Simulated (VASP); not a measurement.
# AlN (I-4m2) in VASP: notebook

The runs below take AlN through single point, with PBE.

All numbers are computed with VASP 6.6.1; they aren't measurements. Logs are shortened: lines on timing, memory, paths and dates and some standing lists are left out, and cuts for length are marked.

## 1. The cell of the first run

Symmetry: I-4m2, No. 119, tetragonal system. The conventional cell has a = 3.089 Å, b = 3.089 Å, c = 4.750 Å, α = 90.00°, β = 90.00°, γ = 90.00°. Al (site symmetry -4m2) has 4 N at 1.95 Å within 2.6 Å. Within 2.6 Å of N (site symmetry -4m2) lie 4 Al at 1.95 Å.

## 2. Single point, PBE (strain +0.0875 x Voigt [0, 0, 1, 0, 0, 0])

File INCAR:

```
  PREC = Accurate
  ENCUT = 520
  EDIFF = 1E-6
  ISMEAR = 0
  SIGMA = 0.05
  LREAL = F
  LASPH = T
  NELM = 80
  ALGO = Normal
  ISIF = 2
  LWAVE = F
  LCHARG = F
  GGA = PE
  NBANDS = 11
```

File KPOINTS:

```
regular mesh
0
Gamma
  10 10 10
```

File POSCAR:

```
AlN
1.0
    0.0000000000      2.1839935596      2.3750929961
    2.1839935596      0.0000000000      2.3750929961
    2.1839935596      2.1839935596      0.0000000000
Al N
1 1
Direct
    0.0000000000      0.0000000000      0.0000000000
    0.7500000000      0.7500000000      0.7500000000
```

Potentials or basis: VASP PAW PBE potentials, release 64 (Al, N).

On the command line:

```bash
$ cat potpaw_PBE.64/Al/POTCAR potpaw_PBE.64/N/POTCAR > POTCAR
$ mpirun -np 1 vasp_std > vasp.out
```

OUTCAR:

```text
PREC = Accurate
   ENCUT = 520
   EDIFF = 1E-6
   ISMEAR = 0
   LREAL = F
   LASPH = T
   NELM = 80
   ISIF = 2
   GGA = PE

 ion  position               nearest neighbor table
   1  0.000  0.000  0.000-   2 1.95   2 1.95   2 1.95   2 1.95
   2  0.750  0.750  0.750-   1 1.95   1 1.95   1 1.95   1 1.95

  LATTYP: Found a body centered tetragonal cell.
 ALAT       =     3.0886333121
 C/A-ratio  =     1.5379572491

  Lattice vectors:

 A1 = (  -2.1839935596,   0.0000000000,   2.3750929961)
 A2 = (   2.1839935596,   0.0000000000,   2.3750929961)
 A3 = (   0.0000000000,   2.1839935596,  -2.3750929961)

Analysis of symmetry for initial positions (statically):
=====================================================================
 Subroutine PRICEL returns:
 Original cell was already a primitive cell.

 Routine SETGRP: Setting up the symmetry group for a
 body centered tetragonal supercell.

 Subroutine GETGRP returns: Found  8 space group operations
 (whereof  8 operations were pure point group operations)
 out of a pool of 16 trial point group operations.

The static configuration has the point symmetry D_2d.

Analysis of symmetry for dynamics (positions and initial velocities):
=====================================================================
 Subroutine PRICEL returns:
 Original cell was already a primitive cell.

 Routine SETGRP: Setting up the symmetry group for a
 body centered tetragonal supercell.

 Subroutine GETGRP returns: Found  8 space group operations
 (whereof  8 operations were pure point group operations)
 out of a pool of 16 trial point group operations.

The dynamic configuration has the point symmetry D_2d.

 Subroutine INISYM returns: Found  8 space group operations
 (whereof  8 operations are pure point group operations),
 and found     1 'primitive' translations

----------------------------------------------------------------------------------------

                                     Primitive cell

  volume of cell :      22.6576

  direct lattice vectors                    reciprocal lattice vectors
     0.000000000  2.183993560  2.375092996    -0.228938404  0.228938404  0.210518073
     2.183993560  0.000000000  2.375092996     0.228938404 -0.228938404  0.210518073
     2.183993560  2.183993560  0.000000000     0.228938404  0.228938404 -0.210518073

  length of vectors
     3.226591795  3.226591795  3.088633312     0.386190943  0.386190943  0.386190943

  position of ions in fractional coordinates (direct lattice)
     0.000000000  0.000000000  0.000000000
     0.750000000  0.750000000  0.750000000

  ion indices of the primitive-cell ions
   primitive index   ion index
                 1           1
                 2           2

----------------------------------------------------------------------------------------

 KPOINTS: regular mesh

Automatic generation of k-mesh.
 Grid dimensions read from file:
 generate k-points for:   10   10   10

 Generating k-lattice:

  Cartesian coordinates                     Fractional coordinates (reciprocal lattice)
    -0.022893840  0.022893840  0.021051807     0.100000000  0.000000000  0.000000000
     0.022893840 -0.022893840  0.021051807     0.000000000  0.100000000  0.000000000
     0.022893840  0.022893840 -0.021051807     0.000000000  0.000000000  0.100000000

  Length of vectors
     0.038619094  0.038619094  0.038619094

  Shift w.r.t. Gamma in fractional coordinates (k-lattice)
     0.000000000  0.000000000  0.000000000

 Subroutine IBZKPT returns following result:
 ===========================================

 Found    102 irreducible k-points:

 Following reciprocal coordinates:
            Coordinates               Weight
  0.000000  0.000000  0.000000      1.000000
  0.100000  0.000000  0.000000      8.000000
  0.200000  0.000000  0.000000      8.000000
  0.300000  0.000000  0.000000      8.000000
  0.400000  0.000000  0.000000      8.000000
  0.500000  0.000000  0.000000      4.000000
[... 16 lines left out ...]
  0.300000  0.300000  0.000000      2.000000
  0.400000  0.300000  0.000000      8.000000
 [... further k-points ...]
   k-points           NKPTS =    102   k-points in BZ     NKDIM =    102   number of bands    NBANDS=     11
   number of dos      NEDOS =    301   number of ions     NIONS =      2
   total plane-waves  NPLWV =  13824
   dimension x,y,z NGX =    24 NGY =   24 NGZ =   24
   dimension x,y,z NGXF=    48 NGYF=   48 NGZF=   48
   ions per type =               1   1
   NGX,Y,Z   is equivalent  to a cutoff of  12.37, 12.37, 12.92 a.u.
   NGXF,Y,Z  is equivalent  to a cutoff of  24.73, 24.73, 25.84 a.u.
 SYSTEM =  unknown system
   PREC   = accura    normal or accurate (medium, high low for compatibility)
   ISTART =      0    job   : 0-new  1-cont  2-samecut
   ICHARG =      2    charge: 1-file 2-atom 10-const
   ISPIN  =      1    spin polarized calculation?
   LNONCOLLINEAR =      F non collinear calculations
   LSORBIT =      F    spin-orbit coupling
   LASPH  =      T    aspherical Exc in radial PAW
   ENCUT  =  520.0 eV  38.22 Ry    6.18 a.u.   6.00  6.00  5.74*2*pi/ulx,y,z
   NELM   =     80;   NELMIN=  2; NELMDL= -5     # of ELM steps
   EDIFF  = 0.1E-05   stopping-criterion for ELM
   LREAL  =      F    real-space projection
   EDIFFG = 0.1E-04   stopping-criterion for IOM
   NSW    =      0    number of steps for IOM
   IBRION =     -1    ionic relax: 0-MD 1-quasi-New 2-CG
   NFREE  =      0    steps in history (QN), initial steepest desc. (CG)
   ISIF   =      2    stress and relaxation
   ISYM   =      2    0-nonsym 1-usesym 2-fastsym
   POTIM  = 0.5000    time-step for ionic-motion
   TEBEG  =    0.0;   TEEND  =   0.0 temperature during run
   PSTRESS=    0.0 pullay stress
   NELECT =       8.0000    total number of electrons
   NUPDOWN=      -1.0000    fix difference up-down
   EMIN   =  10.00;   EMAX   =-10.00  energy-range for DOS
   EFERMI =   0.00;   METHOD = LEGACY
   ISMEAR =     0;   SIGMA  =   0.05  broadening in eV -4-tet -1-fermi 0-gaus
   EFERMI_NEDOS =   21; number of points for ismear=-14 and -15
   IALGO  =     38    algorithm
   IMIX   =      4    mixing-type and parameters
     AMIX     =   0.40;   BMIX     =  1.00
     AMIX_MAG =   1.60;   BMIX_MAG =  1.00
  volume/ion in A,a.u.               =      11.33        76.45
  Fermi-wavevector in a.u.,A,eV,Ry     =   1.157090  2.186583 18.216252  1.338857
  Thomas-Fermi vector in A             =   2.293704
   LORBIT       =      0    0 simple, 1 ext, 2 COOP (PROOUT), +10 PAW based schemes
   GGA     = PE    functional components
   LHFCALC =     F    Hartree Fock is set to
   AEXX    =    0.0000 exact exchange contribution
   IVDW    =     0    specifies the selected vdW correction
   LEPSILON=     F    determine dielectric tensor
   LRPA    =     F    only Hartree local field effects (RPA)
 non-spin polarized calculation
 Gauss-broadening in eV      SIGMA  =   0.05
  energy-cutoff  :      520.00
  volume of cell :       22.66
 maximum number of plane-waves:       636
   NGX = 11   NGY = 11   NGZ = 11

 number of electron       8.0000002 magnetization

 Free energy of the ion-electron system (eV)
  ---------------------------------------------------
  ext. energy  EPLUGINS =         0.00000000
  ---------------------------------------------------
  free energy    TOTEN  =       -14.74860834 eV

  energy without entropy =      -14.74860834  energy(sigma->0) =      -14.74860834

 E-fermi :   5.6140     XC(G=0): -10.5798

 val. band max:        5.3936835014   @ k =  -0.1000   0.1000   0.0000
 cond. band min:       8.4051979859   @ k =   0.5000   0.0000   0.5000
 fundamental gap:      3.0115144846
 Fermi energy:         5.6139939293

 k-point     1 :       0.0000    0.0000    0.0000
  band No.  band energies     occupation
      1      -9.2898      2.00000
      2       4.9651      2.00000
      3       5.3681      2.00000
      4       5.3681      2.00000
      5       8.6532      0.00000
      6      16.9587      0.00000
      7      16.9587      0.00000
      8      17.0281      0.00000
      9      20.6808      0.00000
     10      21.7764      0.00000
     11      23.5517      0.00000

 k-point     2 :       0.1000    0.0000    0.0000
  band No.  band energies     occupation
      1      -9.1568      2.00000
      2       4.3805      2.00000
      3       5.0573      2.00000
      4       5.3389      2.00000
      5       9.3456      0.00000
      6      16.4086      0.00000
      7      17.1314      0.00000
      8      17.1771      0.00000
      9      19.8339      0.00000
     10      22.0625      0.00000
     11      22.8957      0.00000

 k-point     3 :       0.2000    0.0000    0.0000
  band No.  band energies     occupation
      1      -8.7802      2.00000
      2       2.8749      2.00000
      3       4.8383      2.00000
      4       5.2668      2.00000
      5      10.4655      0.00000
      6      15.4569      0.00000
      7      16.9791      0.00000
      8      17.3975      0.00000
      9      19.9101      0.00000
     10      21.0332      0.00000
     11      22.3118      0.00000

 k-point     4 :       0.3000    0.0000    0.0000
  band No.  band energies     occupation
      1      -8.2386      2.00000
      2       1.3451      2.00000
      3       4.6206      2.00000
      4       5.1854      2.00000
      5      11.2470      0.00000
      6      14.7394      0.00000
      7      16.3915      0.00000
      8      17.1944      0.00000
      9      20.8560      0.00000
     10      21.4143      0.00000
     11      22.3120      0.00000
[... 239 lines left out ...]
 k-point    22 :      -0.2000    0.2000    0.0000
  band No.  band energies     occupation
      1      -8.0157      2.00000
      2       1.4806      2.00000
      3       3.3430      2.00000
      4       5.2794      2.00000
      5      12.1313      0.00000
      6      14.8780      0.00000
      7      15.3619      0.00000
      8      17.6992      0.00000
      9      19.6084      0.00000
     10      23.0479      0.00000
     11      23.8303      0.00000

 k-point    23 :       0.3000    0.3000    0.0000
  band No.  band energies     occupation
      1      -8.0415      2.00000
      2       1.4859      2.00000
      3       4.4040      2.00000
      4       4.4040      2.00000
      5      10.2144      0.00000
      6      14.9125      0.00000
      7      15.3792      0.00000
      8      19.0903      0.00000
      9      19.0903      0.00000
     10      25.7821      0.00000
     11      27.6980      0.00000

 k-point    24 :       0.4000    0.3000    0.0000
  band No.  band energies     occupation
      1      -7.6555      2.00000
      2       0.9117      2.00000
      3       3.8592      2.00000
      4       4.2845      2.00000
      5      10.0621      0.00000
      6      14.9159      0.00000
      7      15.6702      0.00000
      8      19.3140      0.00000
      9      19.6325      0.00000
     10      26.1986      0.00000
     11      27.2232      0.00000

 [... further k-points ...]
[... 5 lines left out ...]
  --------------------------------------------------------------------------------------
  -------------------------------------------------------------------------------------
  Total       -0.8645729     -0.8645729     -2.9014838      0.0000000      0.0000000      0.0000000
  in kB      -61.1362645    -61.1362645   -205.1716793      0.0000000      0.0000000      0.0000000
  external PRESSURE =    -109.1480694 kB  Pullay stress =       0.0000000 kB

 VOLUME and BASIS-vectors are now :
 -----------------------------------------------------------------------------
  energy-cutoff  :      520.00
  volume of cell :       22.66
      direct lattice vectors                 reciprocal lattice vectors
     0.000000000  2.183993560  2.375092996    -0.228938404  0.228938404  0.210518073
     2.183993560  0.000000000  2.375092996     0.228938404 -0.228938404  0.210518073
     2.183993560  2.183993560  0.000000000     0.228938404  0.228938404 -0.210518073

 POSITION                                       TOTAL-FORCE (eV/Angst)
 -----------------------------------------------------------------------------------
      0.00000      0.00000      0.00000        -0.000000     -0.000000      0.000000
      3.27599      3.27599      3.56264         0.000000      0.000000     -0.000000
 -----------------------------------------------------------------------------------
    total drift:                                0.000000      0.000000      0.000000

  FREE ENERGIE OF THE ION-ELECTRON SYSTEM (eV)
  ---------------------------------------------------
  free  energy   TOTEN  =       -14.7486083363 eV

  energy  without entropy=      -14.7486083363  energy(sigma->0) =      -14.74860834
```

Run time: 12 s. Hardware: 1 thread of AMD EPYC 9R45 (Zen 5), shared host; peak memory 0.12 GiB.

What came out:

- Free energy: -14.7486 eV
- Pressure: -10.9 GPa
- Band gap on the k mesh: 3.01 eV, indirect (least direct gap 3.29 eV)

Levels at points of the mesh, in eV from the valence-band top:
```
           k point  band 1  band 2  band 3  band 4  band 5  band 6  band 7  band 8
(0.00, 0.00, 0.00)  -14.68   -0.43   -0.03   -0.03    3.26   11.57   11.57   11.63
(0.50, 0.00, 0.00)  -12.86   -5.68   -0.99   -0.29    6.18    9.14   10.10   11.19
(0.50, 0.50, 0.00)  -12.52   -5.35   -1.41   -1.41    3.39    8.77   11.75   14.92
(0.50, 0.00, 0.50)  -12.20   -4.57   -2.08   -2.02    3.01    7.50   13.07   13.18
```

Caveat: the cell differs from its parent crystal (strain +0.0875 x Voigt [0, 0, 1, 0, 0, 0]).

## 3. Single point, PBE (strain +0.1000 x Voigt [0, 0, 1, 0, 0, 0])

File INCAR:

```
SYSTEM = AlN
PREC = Accurate ; ENCUT = 520
EDIFF = 1E-6 ; ISMEAR = 0
SIGMA = 0.05 ; LREAL = .False.
LASPH = .True. ; NELM = 100
ALGO = Normal ; ISIF = 2
LWAVE = .False. ; LCHARG = .False.
GGA = PE ; NBANDS = 11
```

File KPOINTS:

```
regular mesh
0
Gamma
  10 10 10
  0 0 0
```

File POSCAR:

```
AlN
1.0
    0.0000000000      2.1839935596      2.4023929156
    2.1839935596      0.0000000000      2.4023929156
    2.1839935596      2.1839935596      0.0000000000
Al N
1 1
Direct
    0.0000000000      0.0000000000      0.0000000000
    0.7500000000      0.7500000000      0.7500000000
```

Potentials or basis: VASP PAW PBE potentials, release 64 (Al, N).

On the command line:

```bash
$ cat potpaw_PBE.64/Al/POTCAR potpaw_PBE.64/N/POTCAR > POTCAR
$ mpirun -np 1 vasp_std > vasp.out
```

Wall time 12 s (1 thread of AMD EPYC 9R45 (Zen 5), shared host); peak memory 0.12 GiB.

Results (log left out):

| Quantity | Value |
| --- | --- |
| Free energy | -14.7127 eV |
| Pressure | -12.7 GPa |
| Band gap on the k mesh | 2.97 eV, indirect (least direct gap 3.15 eV) |

Stress tensor (GPa, compression positive):
```
 -7.08   0.00   0.00
  0.00  -7.08   0.00
  0.00   0.00 -23.88
```

Levels at points of the mesh, in eV from the valence-band top:
| k point | band 1 | band 2 | band 3 | band 4 | band 5 | band 6 | band 7 | band 8 |
| --- | --- | --- | --- | --- | --- | --- | --- | --- |
| (0.00, 0.00, 0.00) | -14.65 | -0.50 | -0.03 | -0.03 | 3.12 | 11.43 | 11.43 | 11.50 |
| (0.50, 0.00, 0.00) | -12.86 | -5.66 | -1.07 | -0.27 | 5.98 | 9.04 | 10.00 | 11.18 |
| (0.50, 0.50, 0.00) | -12.55 | -5.42 | -1.37 | -1.37 | 3.40 | 8.79 | 11.46 | 14.80 |
| (0.50, 0.00, 0.50) | -12.19 | -4.53 | -2.12 | -2.06 | 2.97 | 7.34 | 12.84 | 12.92 |

Caveat: the cell differs from its parent crystal (strain +0.1000 x Voigt [0, 0, 1, 0, 0, 0]). A k mesh can miss the band edges.
